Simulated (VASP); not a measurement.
# P in VASP: a series of runs

Runs on P. Level: PBEsol. Tasks: single point.

Everything below comes from runs of VASP 6.6.1. Logs are shortened: lines on timing, memory, paths and dates and some standing lists are left out, and cuts for length are marked.

## (1) The cell of the first run

The cell holds a slab with vacuum, 4 atoms: a = 3.467 Å, b = 36.816 Å, c = 3.981 Å, α = 90.00°, β = 90.00°, γ = 90.00°.

## (2) Single point, PBEsol

INCAR reads:

```
SYSTEM = P
  PREC = Accurate
  ENCUT = 520
  EDIFF = 1E-6
  ISMEAR = 0
  SIGMA = 0.05
  LREAL = .False.
  LASPH = .True.
  NELM = 60
  ALGO = Normal
  ISIF = 2
  LWAVE = .False.
  LCHARG = .False.
  GGA = PS
  NBANDS = 18
```

KPOINTS reads:

```
regular mesh
0
Gamma
  10 1 8
  0 0 0
```

POSCAR reads:

```
P
1.0
    3.4671985957      0.0000000000      0.0000000000
    0.0000000000     36.8161263108      0.0000000000
    0.0000000000      0.0000000000      3.9813153434
P
4
Direct
    0.0000000000      0.9696876236      0.5826201292
    0.0000000000      0.0303123764      0.4173798708
    0.5000000000      0.0303123764      0.0826201292
    0.5000000000      0.9696876236      0.9173798708
```

Potentials or basis: VASP PAW PBE potentials, release 64 (P).

Command:

```console
> cat potpaw_PBE.64/P/POTCAR > POTCAR
> mpirun -np 1 vasp_std > vasp.out
```

OUTCAR:

```text
SYSTEM = P
   PREC = Accurate
   ENCUT = 520
   EDIFF = 1E-6
   ISMEAR = 0
   LREAL = .False.
   LASPH = .True.
   NELM = 60
   ISIF = 2
   GGA = PS

 ion  position               nearest neighbor table
   1  0.000  0.970  0.583-   4 2.19   4 2.19   2 2.33
   2  0.000  0.030  0.417-   3 2.19   3 2.19   1 2.33
   3  0.500  0.030  0.083-   2 2.19   2 2.19   4 2.33
   4  0.500  0.970  0.917-   1 2.19   1 2.19   3 2.33

  LATTYP: Found a simple orthorhombic cell.
 ALAT       =     3.4671985957
 B/A-ratio  =     1.1482801557
 C/A-ratio  =    10.6184071361

  Lattice vectors:

 A1 = (  -3.4671985957,   0.0000000000,   0.0000000000)
 A2 = (   0.0000000000,   0.0000000000,   3.9813153434)
 A3 = (   0.0000000000,  36.8161263108,   0.0000000000)

Analysis of symmetry for initial positions (statically):
=====================================================================
 Subroutine PRICEL returns:
 Original cell was already a primitive cell.

 Routine SETGRP: Setting up the symmetry group for a
 simple orthorhombic supercell.

 Subroutine GETGRP returns: Found  8 space group operations
 (whereof  4 operations were pure point group operations)
 out of a pool of  8 trial point group operations.

The static configuration has the point symmetry C_2h.
 The point group associated with its full space group is D_2h.

Analysis of symmetry for dynamics (positions and initial velocities):
=====================================================================
 Subroutine PRICEL returns:
 Original cell was already a primitive cell.

 Routine SETGRP: Setting up the symmetry group for a
 simple orthorhombic supercell.

 Subroutine GETGRP returns: Found  8 space group operations
 (whereof  4 operations were pure point group operations)
 out of a pool of  8 trial point group operations.

The dynamic configuration has the point symmetry C_2h.
 The point group associated with its full space group is D_2h.

 Subroutine INISYM returns: Found  8 space group operations
 (whereof  4 operations are pure point group operations),
 and found     1 'primitive' translations

----------------------------------------------------------------------------------------

                                     Primitive cell

  volume of cell :     508.2102
[... 83 lines left out ...]
 SYSTEM =  P
   PREC   = accura    normal or accurate (medium, high low for compatibility)
   ISTART =      0    job   : 0-new  1-cont  2-samecut
   ICHARG =      2    charge: 1-file 2-atom 10-const
   ISPIN  =      1    spin polarized calculation?
   LNONCOLLINEAR =      F non collinear calculations
   LSORBIT =      F    spin-orbit coupling
   LASPH  =      T    aspherical Exc in radial PAW
   ENCUT  =  520.0 eV  38.22 Ry    6.18 a.u.   6.45 68.45  7.40*2*pi/ulx,y,z
   NELM   =     60;   NELMIN=  2; NELMDL= -5     # of ELM steps
   EDIFF  = 0.1E-05   stopping-criterion for ELM
   LREAL  =      F    real-space projection
[... 7 lines left out ...]
   TEBEG  =    0.0;   TEEND  =   0.0 temperature during run
   PSTRESS=    0.0 pullay stress
   NELECT =      20.0000    total number of electrons
   NUPDOWN=      -1.0000    fix difference up-down
   EMIN   =  10.00;   EMAX   =-10.00  energy-range for DOS
   EFERMI =   0.00;   METHOD = LEGACY
   ISMEAR =     0;   SIGMA  =   0.05  broadening in eV -4-tet -1-fermi 0-gaus
   EFERMI_NEDOS =   21; number of points for ismear=-14 and -15
   IALGO  =     38    algorithm
   IMIX   =      4    mixing-type and parameters
     AMIX     =   0.40;   BMIX     =  1.00
     AMIX_MAG =   1.60;   BMIX_MAG =  1.00
  volume/ion in A,a.u.               =     127.05       857.39
  Fermi-wavevector in a.u.,A,eV,Ry     =   0.556848  1.052291  4.218898  0.310080
  Thomas-Fermi vector in A             =   1.591191
   LORBIT       =      0    0 simple, 1 ext, 2 COOP (PROOUT), +10 PAW based schemes
   GGA     = PS    functional components
   LHFCALC =     F    Hartree Fock is set to
   AEXX    =    0.0000 exact exchange contribution
   IVDW    =     0    specifies the selected vdW correction
   LEPSILON=     F    determine dielectric tensor
   LRPA    =     F    only Hartree local field effects (RPA)
 non-spin polarized calculation
 Gauss-broadening in eV      SIGMA  =   0.05
  energy-cutoff  :      520.00
  volume of cell :      508.21
 maximum number of plane-waves:     13748
 NGX is ok and might be reduce to    28
   NGX = 13   NGY =137   NGZ = 15

 number of electron      19.9999999 magnetization

 Free energy of the ion-electron system (eV)
  ---------------------------------------------------
  ext. energy  EPLUGINS =         0.00000000
  ---------------------------------------------------
  free energy    TOTEN  =       -22.53518941 eV

  energy without entropy =      -22.53384126  energy(sigma->0) =      -22.53451534

 E-fermi :  -2.8908     XC(G=0):  -1.7852

 val. band max:       -2.9086325855   @ k =   0.0000   0.0000   0.3750
 cond. band min:      -2.8312730915   @ k =   0.1000   0.0000   0.0000
 fundamental gap:      0.0773594940
 Fermi energy:        -2.8907837014

 k-point     1 :       0.0000    0.0000    0.0000
  band No.  band energies     occupation
      1     -18.4440      2.00000
      2     -15.9894      2.00000
      3     -10.9876      2.00000
      4      -9.0552      2.00000
      5      -7.8315      2.00000
      6      -7.4033      2.00000
[... 481 lines left out ...]
      5      -8.5626      2.00000
      6      -8.5626      2.00000
[... 10 lines left out ...]
     17       3.9900      0.00000
     18       3.9900      0.00000

 [... further k-points ...]

------------------------ aborting loop because EDIFF is reached ----------------------------------------

  FORCE on cell =-STRESS in cart. coord.  units (eV):
  Direction    XX          YY          ZZ          XY          YZ          ZX
  --------------------------------------------------------------------------------------
  -------------------------------------------------------------------------------------
  Total       -1.6122035     -2.4020774      2.6481385      0.0000000      0.0000000      0.0000000
  in kB       -5.0826131     -7.5727600      8.3484892      0.0000000      0.0000000      0.0000000
  external PRESSURE =      -1.4356280 kB  Pullay stress =       0.0000000 kB

 VOLUME and BASIS-vectors are now :
 -----------------------------------------------------------------------------
  energy-cutoff  :      520.00
  volume of cell :      508.21
      direct lattice vectors                 reciprocal lattice vectors
     3.467198596  0.000000000  0.000000000     0.288417283  0.000000000  0.000000000
     0.000000000 36.816126311  0.000000000     0.000000000  0.027162010  0.000000000
     0.000000000  0.000000000  3.981315343     0.000000000  0.000000000  0.251173272

 POSITION                                       TOTAL-FORCE (eV/Angst)
 -----------------------------------------------------------------------------------
      0.00000     35.70014      2.31959         0.000000      0.534890     -1.156570
      0.00000      1.11598      1.66172         0.000000     -0.534890      1.156570
      1.73360      1.11598      0.32894        -0.000000     -0.534890     -1.156570
      1.73360     35.70014      3.65238         0.000000      0.534890      1.156570
 -----------------------------------------------------------------------------------
    total drift:                               -0.000000      0.000000     -0.000000

  FREE ENERGIE OF THE ION-ELECTRON SYSTEM (eV)
  ---------------------------------------------------
  free  energy   TOTEN  =       -22.5351894102 eV

  energy  without entropy=      -22.5338412602  energy(sigma->0) =      -22.53451534
```

OSZICAR:

```text
N       E                     dE             d eps       ncg     rms          rms(c)
DAV:   1     0.136722261375E+03    0.13672E+03   -0.55843E+03  1080   0.729E+02
DAV:   2    -0.491686659770E+01   -0.14164E+03   -0.13334E+03  1780   0.130E+02
DAV:   3    -0.223722079305E+02   -0.17455E+02   -0.17358E+02  1506   0.559E+01
[... 15 lines left out ...]
DAV:  19    -0.225351775732E+02   -0.83498E-05   -0.22653E-07  1156   0.128E-03    0.647E-04
DAV:  20    -0.225351866504E+02   -0.90772E-05   -0.47818E-07  1054   0.124E-03    0.235E-04
DAV:  21    -0.225351878334E+02   -0.11831E-05   -0.19006E-08  1058   0.422E-04    0.216E-04
DAV:  22    -0.225351892539E+02   -0.14205E-05   -0.41180E-08   988   0.384E-04    0.706E-05
DAV:  23    -0.225351894102E+02   -0.15629E-06   -0.17215E-09   928   0.170E-04
   1 F= -.22535189E+02 E0= -.22534515E+02  d E =-.134815E-02
```

stdout:

```text
POSCAR found type information on POSCAR P
 POSCAR found :  1 types and       4 ions
 scaLAPACK will be used
 -----------------------------------------------------------------------------
|                                                                             |
|                                                                             |
|     You enforced a specific xc type in the INCAR file but a different       |
|     I HOPE YOU KNOW WHAT YOU ARE DOING!                                     |
|                                                                             |
 -----------------------------------------------------------------------------

 LDA part: xc-table for (Slater+PW92), standard interpolation
 POSCAR, INCAR and KPOINTS ok, starting setup
 FFT: planning ... GRIDC
 FFT: planning ... GRID_SOFT
 FFT: planning ... GRID
 WAVECAR not read
 entering main loop
```

Run time: 3 min. Hardware: 1 thread of Intel Xeon 6975P-C (Granite Rapids), shared host; peak memory 0.6 GiB.

What came out:

| Quantity | Value |
| --- | --- |
| Free energy | -22.5352 eV |
| Largest force | 1.274 eV/Å |
| Band gap on the k mesh | zero (bands 10 and 11 overlap by 0.08 eV) |

Forces in eV/Å, atoms in the order of the input:
```
P    0.000  0.535 -1.157
P    0.000 -0.535  1.157
P    0.000 -0.535 -1.157
P    0.000  0.535  1.157
```

Levels at points of the mesh, in eV from the Fermi level:
| k point | band 7 | band 8 | band 9 | band 10 | band 11 | band 12 | band 13 | band 14 |
| --- | --- | --- | --- | --- | --- | --- | --- | --- |
| (0.00, 0.00, 0.00) | -4.13 | -3.35 | -2.09 | -0.13 | -0.10 | 0.47 | 1.39 | 3.89 |
| (0.50, 0.00, 0.00) | -2.63 | -2.63 | -2.32 | -2.32 | 1.63 | 1.63 | 1.91 | 1.91 |
| (0.00, 0.00, 0.50) | -3.55 | -3.55 | -0.97 | -0.97 | 1.10 | 1.10 | 2.47 | 2.47 |
| (0.50, 0.00, 0.50) | -5.48 | -5.48 | -1.99 | -1.99 | 1.55 | 1.55 | 5.29 | 5.29 |

Caveat: the PAW data sets were made with another functional, which shifts forces and pressure a little.

## (3) Single point, PBEsol

This run uses another cell than the first one, of the same volume but with other edges.

INCAR reads:

```
ALGO = Normal
EDIFF = 1E-6
ENCUT = 520
GGA = PS
ISIF = 2
ISMEAR = 0
LASPH = True
LCHARG = True
LELF = True
LREAL = False
LVHAR = True
LWAVE = False
NBANDS = 18
NELM = 100
PREC = Accurate
SIGMA = 0.05
```

KPOINTS reads:

```
k-points
0
Gamma
  10 1 8
```

POSCAR reads:

```
P
1.0
    3.5379772094      0.0000000000      0.0000000000
    0.0000000000     37.5676824473      0.0000000000
    0.0000000000      0.0000000000      3.8236131962
P
4
Direct
    0.0000000000      0.9696876236      0.5826201292
    0.0000000000      0.0303123764      0.4173798708
    0.5000000000      0.0303123764      0.0826201292
    0.5000000000      0.9696876236      0.9173798708
```

Potentials or basis: VASP PAW PBE potentials, release 64 (P).

Command:

```console
> cat potpaw_PBE.64/P/POTCAR > POTCAR
> mpirun -np 1 vasp_std > vasp.out
```

It took 2.9 min on 1 thread of Intel Xeon 6975P-C (Granite Rapids), shared host; peak memory 0.58 GiB.

The run converged. Its results:

```yaml
Free_energy: -22.3257 eV
Largest_force: 1.594 eV/Å
Band_gap_on_the_k_mesh: zero (bands 10 and 11 overlap by 0.11 eV)
```

Forces on the atoms (eV/Å):
```
P    0.000  0.674 -1.444
P    0.000 -0.674  1.444
P    0.000 -0.674 -1.444
P    0.000  0.674  1.444
```

Levels at points of the mesh, in eV from the Fermi level:
```
           k point  band 7  band 8  band 9  band 10  band 11  band 12  band 13  band 14
(0.00, 0.00, 0.00)   -3.81   -3.64   -1.82    -0.21    -0.11     0.64     1.24     4.01
(0.50, 0.00, 0.00)   -2.25   -2.25   -2.05    -2.05     1.95     1.95     2.25     2.25
(0.00, 0.00, 0.50)   -3.44   -3.44   -0.96    -0.96     1.09     1.09     2.31     2.31
(0.50, 0.00, 0.50)   -5.39   -5.39   -1.98    -1.98     1.51     1.51     5.23     5.23
```

Caveat: the PAW data sets were made with another functional, which shifts forces and pressure a little.

## (4) Single point, PBEsol

This run uses another cell than the first one, of the same volume but with other edges.

INCAR reads:

```
SYSTEM = P
PREC     = Accurate       ! precision mode
ENCUT    = 520            ! plane-wave cutoff, eV
EDIFF    = 1E-6           ! SCF threshold, eV
ISMEAR   = 0              ! smearing method
SIGMA    = 0.05           ! smearing width, eV
LREAL    = .FALSE.        ! projectors in reciprocal space
LASPH    = .TRUE.         ! aspherical terms in the spheres
NELM     = 60             ! most SCF steps
ALGO     = Normal         ! electronic algorithm
ISIF     = 2              ! what is computed and relaxed
LWAVE    = .FALSE.        ! write WAVECAR
LCHARG   = .TRUE.         ! write CHGCAR
GGA      = PS             ! functional
LELF     = .TRUE.         ! ELF
LVHAR    = .TRUE.       
NBANDS   = 18             ! bands
```

KPOINTS reads:

```
regular mesh
0
G
  10 1 8
  0 0 0
```

POSCAR reads:

```
P
1.0
    3.0093352748      0.0000000000      0.0000000000
    0.0000000000     31.9543471574      0.0000000000
    0.0000000000      0.0000000000      5.2849740841
P
4
Direct
    0.0000000000      0.9696876236      0.5826201292
    0.0000000000      0.0303123764      0.4173798708
    0.5000000000      0.0303123764      0.0826201292
    0.5000000000      0.9696876236      0.9173798708
```

Command:

```console
> cat potpaw_PBE.64/P/POTCAR > POTCAR
> mpirun -np 1 vasp_std > vasp.out
```

Wall time 2.7 min (1 thread of Intel Xeon 6975P-C (Granite Rapids), shared host); peak memory 0.59 GiB.

It converged, with:

| Quantity | Value |
| --- | --- |
| Free energy | -21.6909 eV |
| Largest force | 2.108 eV/Å |
| Band gap on the k mesh | zero (bands 10 and 11 overlap by 0.79 eV) |

Forces in eV/Å, atoms in the order of the input:
```
P    0.000 -1.019  1.846
P    0.000  1.019 -1.846
P    0.000  1.019  1.846
P    0.000 -1.019 -1.846
```

Levels at points of the mesh, in eV from the Fermi level:
| k point | band 6 | band 7 | band 8 | band 9 | band 10 | band 11 | band 12 | band 13 | band 14 | band 15 |
| --- | --- | --- | --- | --- | --- | --- | --- | --- | --- | --- |
| (0.00, 0.00, 0.00) | -5.53 | -2.16 | -1.40 | -1.25 | 0.60 | 1.10 | 2.76 | 3.38 | 3.45 | 4.02 |
| (0.50, 0.00, 0.00) | -6.15 | -3.30 | -3.30 | -2.20 | -2.20 | 0.04 | 0.04 | 1.42 | 1.42 | 4.40 |
| (0.00, 0.00, 0.50) | -3.57 | -2.93 | -2.93 | -0.63 | -0.63 | 2.72 | 2.72 | 3.29 | 3.29 | 4.28 |
| (0.50, 0.00, 0.50) | -5.19 | -4.92 | -4.92 | -1.10 | -1.10 | 0.59 | 0.59 | 3.07 | 3.07 | 3.14 |

Caveat: the PAW data sets were made with another functional, which shifts forces and pressure a little.

## (5) Summary

| cell | gap on the mesh (eV) | largest force (eV/Å) |
| --- | --- | --- |
| a = 3.467, b = 36.816, c = 3.981 Å, 4 atoms | none | 1.27 |
| a = 3.538, b = 37.568, c = 3.824 Å, 4 atoms | none | 1.59 |
| a = 3.009, b = 31.954, c = 5.285 Å, 4 atoms | none | 2.11 |

Alike in all rows: task single point; level PBEsol; potentials or basis VASP PAW PBE potentials, release 64 (P); no spin polarisation; k mesh 10 × 1 × 8; cutoff (eV) 520; smearing gaussian 0.05 eV.

Caveats: the PAW data sets were made with another functional, which shifts forces and pressure a little.

Absolute energies hang on the potentials; compare differences alone.
